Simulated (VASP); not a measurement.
Runs of VASP 6.6.1 on EuNi3. The structure is that of space group Pm-3m (No. 221), or close to it. The cells are those of the table. 

```csv
U,cell,gap on the mesh (eV),pressure (GPa),moment (μB)
Eu f U = 6.0 eV,"a = 3.983 Å, 4 atoms",none,-2.1,5.92
Eu f U = 6.0 eV,"a = 4.047 Å, 4 atoms",none,-5.3,5.92
Eu f U = 6.0 eV,"a = 4.009 Å, 4 atoms",none,(a),5.92
Eu f U = 2.0 eV,"a = 3.957 Å, 4 atoms",none,(b),5.89
```

Alike in all rows: task single point; level PBE+U; potentials or basis VASP PAW PBE potentials, release 64 (Eu, Ni); spin collinear; k mesh 8 × 8 × 8; cutoff (eV) 520; smearing gaussian 0.05 eV.

**Question.** Fill in the values left out.

**Answer.** (a) -3.5; (b) -2.3.

Caveats: spin-orbit coupling is left out, which moves the levels of the heavy elements; the cell stands under tension (at least some runs).

A k mesh can miss the band edges, and the runs leave out spin-orbit coupling on Eu.

A gap of «none» marks levels without a gap at the run's occupations.
